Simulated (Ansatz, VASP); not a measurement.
Given: the input of a run of Ansatz 0.2.0 on AlNi3.

The input input.yaml:

```yaml
crystal:
  lattice:
    - [0.0, 2.8018887551, 2.8018887551]
    - [2.8018887551, 0.0, 2.8018887551]
    - [2.8018887551, 2.8018887551, 0.0]
  atoms:
    - { symbol: Ni, position: [0.75, 0.75, 0.75], spin: 1.0 }
    - { symbol: Ni, position: [0.0, 0.0, 0.0], spin: 1.0 }
    - { symbol: Ni, position: [0.25, 0.25, 0.25], spin: 1.0 }
    - { symbol: Al, position: [0.5, 0.5, 0.5] }
hamiltonian:
  xc: lda
  pseudopotentials: { kind: paw }
magnetization:
  spin_polarized: true
kpoints:
  mp_grid: { grid: [8, 8, 8] }
scf:
  occupations: { method: fermi_dirac, width: 0.05 }
output:
  forces: true
  stress: true
  eigenvalues: true
```

Potentials or basis: Ansatz PAW.

Command:

```console
$ ansatz run input.yaml --threads 2 --pin off --max-ram 5632MiB --backend cpu --events-out ev --progress --plain --runs-dir out
```

Translate it to VASP 6.6.1. Potentials there: VASP PAW LDA potentials, release 64 (Ni, Al).

As run (the cutoff follows the program's own potentials):

File INCAR:

```
PREC = Accurate
ENCUT = 520
EDIFF = 1E-6
ISMEAR = -1
SIGMA = 0.05
LREAL = F
LASPH = T
NELM = 150
ALGO = Normal
ISIF = 2
LWAVE = F
LCHARG = F
ISPIN = 2
MAGMOM = 1 1 1 0
LORBIT = 11
LMAXMIX = 4
GGA = CA
NBANDS = 28
```

File KPOINTS:

```
regular mesh
0
Gamma
  8 8 8
```

The input POSCAR:

```
AlNi3
1.0
    0.0000000000      2.8018887551      2.8018887551
    2.8018887551      0.0000000000      2.8018887551
    2.8018887551      2.8018887551      0.0000000000
Ni Al
3 1
Direct
    0.7500000000      0.7500000000      0.7500000000
    0.0000000000      0.0000000000      0.0000000000
    0.2500000000      0.2500000000      0.2500000000
    0.5000000000      0.5000000000      0.5000000000
```

Potentials or basis: VASP PAW LDA potentials, release 64 (Ni, Al).

The run is started by

```sh
$ cat potpaw_LDA.64/Ni/POTCAR potpaw_LDA.64/Al/POTCAR > POTCAR
$ mpirun -np 1 vasp_std > vasp.out
```

Both were run:

|  | VASP | Ansatz | Ansatz less VASP |
| --- | --- | --- | --- |
| gap on the k mesh at the Fermi level (eV) | none | none | - |
| pressure (GPa) | -7.1 | -7.4 | -0.23 |
| net moment per atom (μB) | 0.00 | 0.00 | 0.000 |

LDA's correlation is that of Perdew and Zunger in VASP and of Perdew and Wang (1992) in Ansatz. A gap of «none» marks a metal or a gap that the smearing closes. VASP's potentials hold 33 valence electrons a cell and Ansatz's 57, so a difference there can come from the potentials and not from the codes.
